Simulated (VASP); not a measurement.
Write the native input for VASP 6.6.1 that does the following.

```
Task                   : single point
Functional             : r2SCAN
Potentials or basis    : VASP PAW PBE potentials, release 64 (Ta_pv)
Cutoff                 : 550 eV
k mesh                 : 18 × 18 × 18
Occupations            : gaussian, width 0.05 eV
Spin                   : no spin polarisation
Dipole correction      : no
Further INCAR settings : ALGO = Normal; EDIFF = 1e-06; NBANDS = 12
```

The system is Ta.

```
Ta
1.0
    -1.65279    1.65279    1.65279
     1.65279   -1.65279    1.65279
     1.65279    1.65279   -1.65279
Ta
1
Direct
  0.00000 0.00000 0.00000
```

The input as run:

POSCAR

```
Ta
1.0
   -1.6527903846      1.6527903846      1.6527903846
    1.6527903846     -1.6527903846      1.6527903846
    1.6527903846      1.6527903846     -1.6527903846
Ta
1
Direct
    0.0000000000      0.0000000000      0.0000000000
```

INCAR.step1

```
PREC = Accurate
ENCUT = 550
ISMEAR = 0
SIGMA = 0.05
LREAL = False
LASPH = True
NELM = 120
NBANDS = 12
GGA = PE
ALGO = Normal
EDIFF = 1E-5
LWAVE = True
LCHARG = False
GGA_COMPAT = False
```

INCAR.step2

```
PREC = Accurate
ENCUT = 550
EDIFF = 1E-6
ISMEAR = 0
SIGMA = 0.05
LREAL = False
LASPH = True
NELM = 120
ALGO = Normal
ISIF = 2
LWAVE = False
LCHARG = True
METAGGA = R2SCAN
LMIXTAU = True
LELF = True
LVHAR = True
NBANDS = 12
ISTART = 1
GGA_COMPAT = False
```

KPOINTS

```
regular mesh
0
Gamma
  18 18 18
```

Potentials or basis: VASP PAW PBE potentials, release 64 (Ta_pv).

Run with:

```sh
$ cat potpaw_PBE.64/Ta_pv/POTCAR > POTCAR
$ cp INCAR.step1 INCAR
$ mpirun -np 1 vasp_std > vasp.out
$ cp INCAR.step2 INCAR
$ mpirun -np 1 vasp_std > vasp.out
```

It gave:

```yaml
Pressure: 0.4 GPa
Band_gap_on_the_k_mesh: zero (an odd number of electrons rules out a gap without spin polarisation)
```

Caveat: the PAW data sets were made with another functional, which shifts forces and pressure a little; spin-orbit coupling is left out, which moves the levels of the heavy elements.

It took 2.5 min on 1 thread of Intel Xeon 8259CL (shared host), peak memory 0.18 GiB.
